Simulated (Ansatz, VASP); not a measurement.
CdC4: VASP beside Ansatz

File INCAR:

```
ALGO = Normal
EDIFF = 1E-6
EDIFFG = -0.01
ENCUT = 600
GGA = PE
IBRION = 2
ISIF = 3
ISMEAR = 0
LASPH = T
LCHARG = F
LREAL = F
LWAVE = F
NELM = 80
NSW = 100
PREC = Accurate
SIGMA = 0.1
```

The input KPOINTS:

```
k-points
0
Gamma
  10 10 10
```

POSCAR

```
CdC4
1.0
   -2.5396862429      2.5396862429      2.5396862429
    2.5396862429     -2.5396862429      2.5396862429
    2.5396862429      2.5396862429     -2.5396862429
Cd C
1 4
Direct
    0.0000000000      0.0000000000      0.0000000000
    0.0000000000      0.0000000000      0.5000000000
    0.0000000000      0.5000000000      0.0000000000
    0.5000000000      0.0000000000      0.0000000000
    0.5000000000      0.5000000000      0.5000000000
```

Input for Ansatz:

```yaml
crystal:
  lattice:
    - [-2.5396862429, 2.5396862429, 2.5396862429]
    - [2.5396862429, -2.5396862429, 2.5396862429]
    - [2.5396862429, 2.5396862429, -2.5396862429]
  atoms:
    - { symbol: Cd, position: [0.0, 0.0, 0.0] }
    - { symbol: C, position: [0.0, 0.0, 0.5] }
    - { symbol: C, position: [0.0, 0.5, 0.0] }
    - { symbol: C, position: [0.5, 0.0, 0.0] }
    - { symbol: C, position: [0.5, 0.5, 0.5] }
basis:
  ecutwfc: 420
kpoints:
  mp_grid: { grid: [10, 10, 10] }
hamiltonian:
  xc: pbe
scf:
  occupations: { method: gaussian, width: 0.1 }
output:
  forces: true
  stress: true
  eigenvalues: true
relax:
  adjacent_minimum: "off"
  f_tol: 0.01
  max_steps: 80
  cell: { stress_tol: 0.05 }
```

Change from the starting cell: species swapped into the MnGa4 type (Im-3m, No. 229).

Alike in both runs: task relaxation of cell and atoms; functional PBE; k mesh 10 × 10 × 10; occupations gaussian, width 0.1 eV; no spin polarisation.

```csv
,VASP,Ansatz
version,VASP 6.6.1,Ansatz 0.2.0
potentials or method,"VASP PAW PBE potentials, release 64 (Cd, C), cutoff 600 eV","scalar-relativistic, plane waves, PAW"
valence electrons in the cell,28,36
```

```tsv
	VASP	Ansatz	Ansatz less VASP
gap on the k mesh at the Fermi level, each at its own relaxed structure (eV)	none	none	-
relaxed volume (Å³/atom)	13.37	13.19	-0.185
relaxed cell length with the largest relative difference (Å)	4.429	4.408	-0.0205
```

A gap of «none» marks a metal or a gap that the smearing closes. VASP's potentials hold 28 valence electrons a cell and Ansatz's 36, so a difference there can come from the potentials and not from the codes.
